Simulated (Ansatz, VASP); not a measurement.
## Co2Te in VASP and in Ansatz

```xyz
3
Lattice="-1.7306 1.7306 3.6809 1.7306 -1.7306 3.6809 1.7306 1.7306 -3.6809" Properties=species:S:1:pos:R:3 pbc="T T T"
Co    0.0000    0.0000    4.9031
Co    0.0000    0.0000    2.4587
Te    0.0000    0.0000    0.0000
```

Alike in both runs: functional PBE; k mesh 6 × 6 × 6; occupations gaussian, width 0.1 eV; collinear spin.

Ansatz relaxed the structure, and its values are those at the end. VASP's run is a single point on that final structure, the one shown.

|  | VASP | Ansatz |
| --- | --- | --- |
| version | VASP 6.6.1 | Ansatz 0.2.0 |
| potentials or method | VASP PAW PBE potentials, release 64 (Co, Te), cutoff 520 eV | scalar-relativistic, plane waves, PAW |
| valence electrons in the cell | 24 | 50 |

Ansatz gave:

| Item | Value |
| --- | --- |
| gap on the k mesh at the Fermi level (eV) | none |
| pressure (GPa) | 0.0 |
| net moment per atom (μB) | 0.64 |
| size of the moment on the site where the two differ most (μB) | 1.00 |

**Question.** Estimate VASP's values.

**Answer.** gap on the k mesh at the Fermi level (eV): none; pressure (GPa): -0.2; net moment per atom (μB): 0.63; size of the moment on the site where the two differ most (μB): 0.98.

Site moments also hang on the region over which each program counts them. A gap of «none» marks a metal or a gap that the smearing closes. VASP's potentials hold 24 valence electrons a cell and Ansatz's 50, so a difference there can come from the potentials and not from the codes. Ansatz's warnings: cell relax basis refresh.

The k mesh is coarse, so the values compare programs but aren't converged. Neither program's run includes spin-orbit coupling.
